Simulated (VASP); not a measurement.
A run of VASP 6.6.1 is set up as follows.

Contents of INCAR:

```
SYSTEM = TaSiF
PREC = Accurate
ENCUT = 520
EDIFF = 1E-7
ISMEAR = 0
SIGMA = 0.1
LREAL = .FALSE.
LASPH = .TRUE.
NELM = 80
ALGO = Normal
ISIF = 2
LWAVE = .FALSE.
LCHARG = .TRUE.
GGA = PE
LELF = .TRUE.
LVHAR = .TRUE.
NBANDS = 18
```

Contents of KPOINTS:

```
regular mesh
0
G
  14 14 12
  0 0 0
```

POSCAR

```
TaSiF
1.0
    3.5777138720      0.0000000000      0.0000000000
    0.0000000000      3.5777138720      0.0000000000
    0.0000000000      0.0000000000      4.1441700784
Ta Si F
1 1 1
Direct
    0.0000000000      0.0000000000      0.5000000000
    0.5000000000      0.5000000000      0.5000000000
    0.0000000000      0.0000000000      0.0000000000
```

Potentials or basis: VASP PAW PBE potentials, release 64 (Ta_pv, Si, F).

Launch:

```console
$ cat potpaw_PBE.64/Ta_pv/POTCAR potpaw_PBE.64/Si/POTCAR potpaw_PBE.64/F/POTCAR > POTCAR
$ mpirun -np 1 vasp_std > vasp.out
```

Task: Predict the pressure.

Result: 0.1 GPa.

Task: Predict the band gap on the k mesh.

Result: Zero (bands 11 and 12 overlap by 1.24 eV).

Stress tensor (GPa, compression positive):
```
-0.06  0.00  0.00
 0.00 -0.06  0.00
 0.00  0.00  0.27
```

Caveat: spin-orbit coupling is left out, which moves the levels of the heavy elements.
